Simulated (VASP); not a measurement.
GaSb, 2 atoms in the cell. It takes space group F-43m (No. 216, cubic). The conventional cell has a = 6.332 Å, b = 6.332 Å, c = 6.332 Å, α = 90.00°, β = 90.00°, γ = 90.00°. Ga (site symmetry -43m) has 4 Sb at 2.74 Å within 3.6 Å. Within 3.6 Å of Sb (site symmetry -43m) lie 4 Ga at 2.74 Å.  This cell differs from its parent crystal: strain +3.3%.

| Property | Result |
| --- | --- |
| Program | VASP 6.6.1 |
| Task | single point |
| Functional | PBE |
| Potentials or basis | VASP PAW PBE potentials, release 64 (Ga_d, Sb) |
| Cutoff | 520 eV |
| k mesh | 8 × 8 × 8 |
| Occupations | fermi-dirac, width 0.02 eV |
| Spin | no spin polarisation |
| Dipole correction | no |
| Further INCAR settings | ALGO = Normal; EDIFF = 1e-06; NBANDS = 16 |

Potentials or basis: VASP PAW PBE potentials, release 64 (Ga_d, Sb).

Run with:

```bash
$ cat potpaw_PBE.64/Ga_d/POTCAR potpaw_PBE.64/Sb/POTCAR > POTCAR
$ mpirun -np 1 vasp_std > vasp.out
```

Hardware: 1 thread of AMD EPYC 9R45 96-Core Processor (Zen 5) (shared host).

**Question.** Estimate the wall time of this run.

**Answer.** Wall time 18 s on 1 thread of AMD EPYC 9R45 96-Core Processor (Zen 5) (shared host), peak memory 0.18 GiB. Counts: scf iterations 13, k points 29.
